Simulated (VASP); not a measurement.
**Zn: single point with r2SCAN**

Crystal: Zn.

```
Zn
1.0
     3.17868    1.83521    6.60458
    -3.17868    1.83521    6.60458
     0.00000   -3.67042    6.60458
Zn
12
Direct
  0.03945 0.60031 0.03945
  0.03945 0.03945 0.60031
  0.60031 0.03945 0.03945
  0.96055 0.39969 0.96055
  0.39969 0.96055 0.96055
  0.96055 0.96055 0.39969
  0.23117 0.61970 0.23117
  0.23117 0.23117 0.61970
  0.61970 0.23117 0.23117
  0.76883 0.38030 0.76883
  0.38030 0.76883 0.76883
  0.76883 0.76883 0.38030
```

```json
{
  "Program": "VASP 6.6.1",
  "Task": "single point",
  "Functional": "r2SCAN",
  "Potentials or basis": "VASP PAW PBE potentials, release 64 (Zn)",
  "Cutoff": "520 eV",
  "k mesh": "3 × 3 × 3",
  "Occupations": "gaussian, width 0.1 eV",
  "Spin": "no spin polarisation"
}
```

```yaml
Pressure: 0.3 GPa
Largest_force: 0.024 eV/Å
Band_gap_on_the_k_mesh: zero (band 72 reaches 1.25 eV, above the bottom of band 73 at 0.75 eV)
```

Forces on the atoms (eV/Å):
```
Zn  -0.002  0.001 -0.014
Zn   0.000 -0.002 -0.014
Zn   0.002  0.001 -0.014
Zn   0.002 -0.001  0.014
Zn  -0.002 -0.001  0.014
Zn   0.000  0.002  0.014
Zn   0.020 -0.012 -0.003
Zn   0.000  0.024 -0.003
Zn  -0.020 -0.012 -0.003
Zn  -0.020  0.012  0.003
Zn   0.020  0.012  0.003
Zn   0.000 -0.024  0.003
```

Levels at points of the mesh, in eV from the Fermi level:
```csv
k point,band 68,band 69,band 70,band 71,band 72,band 73,band 74,band 75,band 76,band 77
"(0.00, 0.00, 0.00)",-2.90,-2.45,-2.44,-2.44,-1.20,-0.41,-0.41,1.46,1.69,1.69
```

Wall time 13 min on 1 thread of AMD EPYC 7R43 64-Core Processor (Zen 3), with other jobs on the host, peak memory 0.44 GiB.

Caveat: the k points lie up to 0.39 Å⁻¹ apart; the PAW data sets were made with another functional, which shifts forces and pressure a little.
